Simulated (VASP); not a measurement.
**Ge: single point with r2SCAN**

Crystal: Ge.

```
Ge
1.0
     3.89504    0.00000    0.00000
    -1.94752    3.37320    0.00000
     0.00000    0.00000    6.43009
Ge
4
Direct
  0.66667 0.33333 0.06290
  0.33333 0.66667 0.56290
  0.66667 0.33333 0.43710
  0.33333 0.66667 0.93710
```

This isn't the form of Ge at room conditions, which is diamond.

```json
{"Program": "VASP 6.6.1", "Task": "single point", "Functional": "r2SCAN", "Potentials or basis": "VASP PAW PBE potentials, release 64 (Ge_d)", "Cutoff": "520 eV", "k mesh": "7 × 7 × 4", "Occupations": "fermi-dirac, width 0.05 eV", "Spin": "no spin polarisation", "Dipole correction": "no", "Further INCAR settings": "ALGO = Normal; EDIFF = 1e-07; NBANDS = 36"}
```

```yaml
Pressure: 6.7 GPa
Largest_force: 0.047 eV/Å
Band_gap_on_the_k_mesh: 0.27 eV
```

Forces on the atoms (eV/Å):
```
Ge   0.000  0.000  0.047
Ge   0.000  0.000  0.047
Ge   0.000  0.000 -0.047
Ge   0.000  0.000 -0.047
```

Levels at points of the mesh, in eV from the valence-band top:
| k point | band 24 | band 25 | band 26 | band 27 | band 28 | band 29 | band 30 | band 31 | band 32 | band 33 |
| --- | --- | --- | --- | --- | --- | --- | --- | --- | --- | --- |
| (0.00, 0.00, 0.00) | -1.85 | -1.85 | -0.33 | 0.00 | 0.00 | 0.27 | 0.99 | 2.26 | 2.26 | 2.87 |
| (0.00, 0.00, 0.50) | -5.22 | -1.13 | -1.13 | -1.13 | -1.13 | 1.11 | 1.11 | 3.50 | 3.50 | 3.50 |

Run time: 8.1 min on 1 thread of Intel Xeon 8259CL, on a shared host, peak memory 0.23 GiB.

Caveat: the cell stands under pressure; the PAW data sets were made with another functional, which shifts forces and pressure a little; an odd mesh through Γ misses points on the zone boundary, where band edges can lie.
